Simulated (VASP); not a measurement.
# Ag (Fm-3m) in VASP: notebook

Ag is run at these levels: LDA; tasks: electric field gradients.

Everything below comes from runs of VASP 6.6.1. Logs are shortened: lines on timing, memory, paths and dates and some standing lists are left out, and cuts for length are marked.

### 1 The cell of the first run

It takes space group Fm-3m (No. 225, cubic). The conventional cell has a = 4.059 Å, b = 4.059 Å, c = 4.059 Å, α = 90.00°, β = 90.00°, γ = 90.00°. Within 3.8 Å of Ag (site symmetry m-3m) lie 12 Ag at 2.87 Å.

### 2 Electric field gradients, LDA (volume scaled by 0.98)

INCAR reads:

```
ALGO     = Normal         # electronic algorithm
EDIFF    = 1E-8           # SCF threshold, eV
ENCUT    = 520            # plane-wave cutoff, eV
GGA      = CA             # functional
ISIF     = 2              # what is computed and relaxed
ISMEAR   = -1             # smearing method
LASPH    = True           # aspherical terms in the spheres
LCHARG   = False          # write CHGCAR
LEFG     = True         
LREAL    = False          # projectors in reciprocal space
LWAVE    = False          # write WAVECAR
NBANDS   = 12             # bands
NELM     = 80             # most SCF steps
PREC     = Accurate       # precision mode
SIGMA    = 0.05           # smearing width, eV
```

KPOINTS reads:

```
k-points
0
Gamma
  15 15 15
```

POSCAR reads:

```
Ag
1.0
    0.0000000000      2.0293875063      2.0293875063
    2.0293875063      0.0000000000      2.0293875063
    2.0293875063      2.0293875063      0.0000000000
Ag
1
Direct
    0.0000000000      0.0000000000      0.0000000000
```

Potentials or basis: VASP PAW LDA potentials, release 64 (Ag).

Launch:

```
$ cat potpaw_LDA.64/Ag/POTCAR > POTCAR
$ mpirun -np 1 vasp_std > vasp.out
```

OUTCAR:

```text
EDIFF = 1E-8
   ENCUT = 520
   GGA = CA
   ISIF = 2
   ISMEAR = -1
   LASPH = True
   LREAL = False
   NELM = 80
   PREC = Accurate

 ion  position               nearest neighbor table
   1  0.000  0.000  0.000-

  LATTYP: Found a face centered cubic cell.
 ALAT       =     4.0587750126

  Lattice vectors:

 A1 = (   0.0000000000,   2.0293875063,   2.0293875063)
 A2 = (   2.0293875063,   0.0000000000,   2.0293875063)
 A3 = (   2.0293875063,   2.0293875063,   0.0000000000)

Analysis of symmetry for initial positions (statically):
=====================================================================
 Subroutine PRICEL returns:
 Original cell was already a primitive cell.

 Routine SETGRP: Setting up the symmetry group for a
 face centered cubic supercell.

 Subroutine GETGRP returns: Found 48 space group operations
[... 9 lines left out ...]

 Routine SETGRP: Setting up the symmetry group for a
 face centered cubic supercell.

 Subroutine GETGRP returns: Found 48 space group operations
[... 11 lines left out ...]
                                     Primitive cell

  volume of cell :      16.7157

  direct lattice vectors                    reciprocal lattice vectors
     0.000000000  2.029387506  2.029387506    -0.246379757  0.246379757  0.246379757
     2.029387506  0.000000000  2.029387506     0.246379757 -0.246379757  0.246379757
     2.029387506  2.029387506  0.000000000     0.246379757  0.246379757 -0.246379757

  length of vectors
     2.869987335  2.869987335  2.869987335     0.426742257  0.426742257  0.426742257

  position of ions in fractional coordinates (direct lattice)
     0.000000000  0.000000000  0.000000000

  ion indices of the primitive-cell ions
   primitive index   ion index
                 1           1

----------------------------------------------------------------------------------------

 KPOINTS: k-points

Automatic generation of k-mesh.
 Grid dimensions read from file:
 generate k-points for:   15   15   15

 Generating k-lattice:

  Cartesian coordinates                     Fractional coordinates (reciprocal lattice)
    -0.016425317  0.016425317  0.016425317     0.066666667  0.000000000  0.000000000
[... 91 lines left out ...]
  energy-cutoff  :      520.00
  volume of cell :       16.72
 maximum number of plane-waves:       463
 NGX is ok and might be reduce to    24
   NGX = 11   NGY = 11   NGZ = 11

 number of electron      11.0000000 magnetization

 Free energy of the ion-electron system (eV)
  ---------------------------------------------------
  ext. energy  EPLUGINS =         0.00000000
  ---------------------------------------------------
  free energy    TOTEN  =        -3.76920892 eV

  energy without entropy =       -3.76585861  energy(sigma->0) =       -3.76753377

 E-fermi :   8.5725     XC(G=0): -12.7011

 val. band max:        8.5540862779   @ k =  -0.2667   0.2667   0.0000
 cond. band min:       8.5817648434   @ k =  -0.3333   0.2000   0.0000
 fundamental gap:      0.0276785655
 Fermi energy:         8.5725309822

 k-point     1 :       0.0000    0.0000    0.0000
  band No.  band energies     occupation
      1       0.4535      2.00000
      2       3.5778      2.00000
      3       3.5778      2.00000
      4       3.5778      2.00000
      5       4.6693      2.00000
      6       4.6693      2.00000
      7      24.4903      0.00000
      8      28.1106      0.00000
      9      28.1106      0.00000
     10      28.1106      0.00000
     11      33.1796      0.00000
     12      34.2890      0.00000
[... 331 lines left out ...]
 k-point    24 :       0.2000    0.1333    0.0000
  band No.  band energies     occupation
      1       1.6109      2.00000
      2       3.1649      2.00000
      3       3.9530      2.00000
      4       3.9880      2.00000
      5       4.4022      2.00000
      6       4.8684      2.00000
      7      23.6656      0.00000
      8      25.2325      0.00000
      9      25.6430      0.00000
     10      27.1439      0.00000
     11      30.8119      0.00000
     12      33.8813      0.00000

 [... further k-points ...]
[... 5 lines left out ...]
  --------------------------------------------------------------------------------------
  -------------------------------------------------------------------------------------
  Total       -0.5482520     -0.5482520     -0.5482520     -0.0000000     -0.0000000     -0.0000000
  in kB      -52.5491667    -52.5491667    -52.5491667     -0.0000000     -0.0000000     -0.0000000
  external PRESSURE =     -52.5491667 kB  Pullay stress =       0.0000000 kB

 VOLUME and BASIS-vectors are now :
 -----------------------------------------------------------------------------
  energy-cutoff  :      520.00
  volume of cell :       16.72
      direct lattice vectors                 reciprocal lattice vectors
     0.000000000  2.029387506  2.029387506    -0.246379757  0.246379757  0.246379757
     2.029387506  0.000000000  2.029387506     0.246379757 -0.246379757  0.246379757
     2.029387506  2.029387506  0.000000000     0.246379757  0.246379757 -0.246379757

 POSITION                                       TOTAL-FORCE (eV/Angst)
 -----------------------------------------------------------------------------------
      0.00000      0.00000      0.00000         0.000000      0.000000      0.000000
 -----------------------------------------------------------------------------------
    total drift:                               -0.000000      0.000000      0.000000

  FREE ENERGIE OF THE ION-ELECTRON SYSTEM (eV)
  ---------------------------------------------------
  free  energy   TOTEN  =        -3.7692089196 eV

  energy  without entropy=       -3.7658586111  energy(sigma->0) =       -3.76753377

 Electric field gradients (V/A^2)
---------------------------------------------------------------------
 ion       V_xx      V_yy      V_zz      V_xy      V_xz      V_yz
---------------------------------------------------------------------
   1      -0.000    -0.000    -0.000     0.001     0.001     0.001
---------------------------------------------------------------------

 Electric field gradients after diagonalization (V/A^2)
 (convention: |V_zz| > |V_xx| > |V_yy|)
----------------------------------------------------------------------
 ion       V_xx      V_yy      V_zz     asymmetry (V_yy - V_xx)/ V_zz
----------------------------------------------------------------------
   1      -0.001    -0.001     0.001       0.000
----------------------------------------------------------------------

           NMR quadrupolar parameters

 Cq : quadrupolar parameter    Cq=e*Q*V_zz/h
 eta: asymmetry parameters     (V_yy - V_xx)/ V_zz
 Q  : nuclear electric quadrupole moment in mb (millibarn)
----------------------------------------------------------------------
 ion       Cq(MHz)       eta       Q (mb)
----------------------------------------------------------------------
   1       0.000       0.000       1.000
----------------------------------------------------------------------
```

OSZICAR:

```text
N       E                     dE             d eps       ncg     rms          rms(c)
DAV:   1     0.504122387776E+02    0.50412E+02   -0.55116E+03  2904   0.829E+02
DAV:   2    -0.327376033671E+01   -0.53686E+02   -0.50657E+02  3344   0.194E+02
DAV:   3    -0.409019186066E+01   -0.81643E+00   -0.81597E+00  3376   0.249E+01
DAV:   4    -0.409268429867E+01   -0.24924E-02   -0.24923E-02  3356   0.145E+00
DAV:   5    -0.409270389149E+01   -0.19593E-04   -0.19592E-04  3388   0.114E-01    0.577E+00
DAV:   6    -0.378504021361E+01    0.30766E+00   -0.12457E+00  3120   0.987E+00    0.359E+00
DAV:   7    -0.377392013672E+01    0.11120E-01   -0.86056E-03  3356   0.876E-01    0.201E+00
DAV:   8    -0.376919783953E+01    0.47223E-02   -0.88996E-04  3296   0.235E-01    0.777E-02
DAV:   9    -0.376920981356E+01   -0.11974E-04   -0.70866E-06  3336   0.182E-02    0.159E-02
DAV:  10    -0.376920893999E+01    0.87357E-06   -0.18096E-06  3352   0.104E-02    0.272E-03
DAV:  11    -0.376920891949E+01    0.20497E-07   -0.36983E-08  3276   0.143E-03    0.573E-04
DAV:  12    -0.376920891956E+01   -0.71850E-10   -0.10518E-09  1976   0.304E-04
   1 F= -.37692089E+01 E0= -.37675338E+01  d E =-.335031E-02
```

stdout:

```text
POSCAR found type information on POSCAR Ag
 POSCAR found :  1 types and       1 ions
 scaLAPACK will be used
 LDA part: xc-table for (Slater(with rela. corr.)+CA(PZ))
 , standard interpolation
 POSCAR, INCAR and KPOINTS ok, starting setup
 FFT: planning ... GRIDC
 FFT: planning ... GRID_SOFT
 FFT: planning ... GRID
 WAVECAR not read
 entering main loop
ion   1
```

It took 10 s on 1 thread of Intel Xeon 6975P-C, shared host; peak memory 0.14 GiB.

What came out:

| Property | Result |
| --- | --- |
| Free energy | -3.7692 eV |
| Pressure | -5.3 GPa |

Caveat: the cell differs from its parent crystal (volume scaled by 0.98); without QUAD_EFG the Cq values of the log hold for a quadrupole moment of 1 mb, not for the nuclei.

### 3 Electric field gradients, LDA

This run uses another cell than the first one, of 17.06 Å³/atom, 1.020 times its volume.

INCAR reads:

```
PREC     = Accurate       # precision mode
ENCUT    = 520            # plane-wave cutoff, eV
EDIFF    = 1E-8           # SCF threshold, eV
ISMEAR   = -1             # smearing method
SIGMA    = 0.05           # smearing width, eV
LREAL    = False          # projectors in reciprocal space
LASPH    = True           # aspherical terms in the spheres
NELM     = 60             # most SCF steps
ALGO     = Normal         # electronic algorithm
ISIF     = 2              # what is computed and relaxed
LWAVE    = False          # write WAVECAR
LCHARG   = False          # write CHGCAR
LEFG     = True         
NBANDS   = 12             # bands
```

KPOINTS reads:

```
Automatic mesh
0
Gamma
  15 15 15
```

POSCAR reads:

```
Ag
1.0
    0.0000000000      2.0431000000      2.0431000000
    2.0431000000      0.0000000000      2.0431000000
    2.0431000000      2.0431000000      0.0000000000
Ag
1
Direct
    0.0000000000      0.0000000000      0.0000000000
```

Potentials or basis: VASP PAW LDA potentials, release 64 (Ag).

Launch:

```
$ cat potpaw_LDA.64/Ag/POTCAR > POTCAR
$ mpirun -np 1 vasp_std > vasp.out
```

OUTCAR:

```text
PREC = Accurate
   ENCUT = 520
   EDIFF = 1E-8
   ISMEAR = -1
   LREAL = False
   LASPH = True
   NELM = 60
   ISIF = 2

 ion  position               nearest neighbor table
   1  0.000  0.000  0.000-

  LATTYP: Found a face centered cubic cell.
 ALAT       =     4.0862000000

  Lattice vectors:

 A1 = (   0.0000000000,   2.0431000000,   2.0431000000)
 A2 = (   2.0431000000,   0.0000000000,   2.0431000000)
 A3 = (   2.0431000000,   2.0431000000,   0.0000000000)

Analysis of symmetry for initial positions (statically):
=====================================================================
 Subroutine PRICEL returns:
 Original cell was already a primitive cell.

 Routine SETGRP: Setting up the symmetry group for a
 face centered cubic supercell.

 Subroutine GETGRP returns: Found 48 space group operations
[... 540 lines left out ...]
  external PRESSURE =     -72.9651986 kB  Pullay stress =       0.0000000 kB

 VOLUME and BASIS-vectors are now :
 -----------------------------------------------------------------------------
  energy-cutoff  :      520.00
  volume of cell :       17.06
      direct lattice vectors                 reciprocal lattice vectors
     0.000000000  2.043100000  2.043100000    -0.244726151  0.244726151  0.244726151
     2.043100000  0.000000000  2.043100000     0.244726151 -0.244726151  0.244726151
     2.043100000  2.043100000  0.000000000     0.244726151  0.244726151 -0.244726151

 POSITION                                       TOTAL-FORCE (eV/Angst)
 -----------------------------------------------------------------------------------
      0.00000      0.00000      0.00000         0.000000      0.000000      0.000000
 -----------------------------------------------------------------------------------
    total drift:                               -0.000000      0.000000     -0.000000

  FREE ENERGIE OF THE ION-ELECTRON SYSTEM (eV)
  ---------------------------------------------------
  free  energy   TOTEN  =        -3.7559769299 eV

  energy  without entropy=       -3.7525731919  energy(sigma->0) =       -3.75427506

 Electric field gradients (V/A^2)
---------------------------------------------------------------------
 ion       V_xx      V_yy      V_zz      V_xy      V_xz      V_yz
---------------------------------------------------------------------
   1      -0.000    -0.000    -0.000     0.001     0.001     0.001
---------------------------------------------------------------------

 Electric field gradients after diagonalization (V/A^2)
 (convention: |V_zz| > |V_xx| > |V_yy|)
----------------------------------------------------------------------
 ion       V_xx      V_yy      V_zz     asymmetry (V_yy - V_xx)/ V_zz
----------------------------------------------------------------------
   1      -0.001    -0.001     0.001       0.000
----------------------------------------------------------------------

           NMR quadrupolar parameters

 Cq : quadrupolar parameter    Cq=e*Q*V_zz/h
 eta: asymmetry parameters     (V_yy - V_xx)/ V_zz
 Q  : nuclear electric quadrupole moment in mb (millibarn)
----------------------------------------------------------------------
 ion       Cq(MHz)       eta       Q (mb)
----------------------------------------------------------------------
   1       0.000       0.000       1.000
----------------------------------------------------------------------
```

stdout:

```text
POSCAR found type information on POSCAR Ag
 POSCAR found :  1 types and       1 ions
 scaLAPACK will be used
 LDA part: xc-table for (Slater(with rela. corr.)+CA(PZ))
 , standard interpolation
 POSCAR, INCAR and KPOINTS ok, starting setup
 FFT: planning ... GRIDC
 FFT: planning ... GRID_SOFT
 FFT: planning ... GRID
 WAVECAR not read
 entering main loop
ion   1
```

It took 11 s on 1 thread of Intel Xeon 6975P-C, shared host; peak memory 0.15 GiB.

Results:

```
Free energy : -3.7560 eV
Pressure    : -7.3 GPa
```

Caveat: without QUAD_EFG the Cq values of the log hold for a quadrupole moment of 1 mb, not for the nuclei.

(Continued in part 2 of 2.)
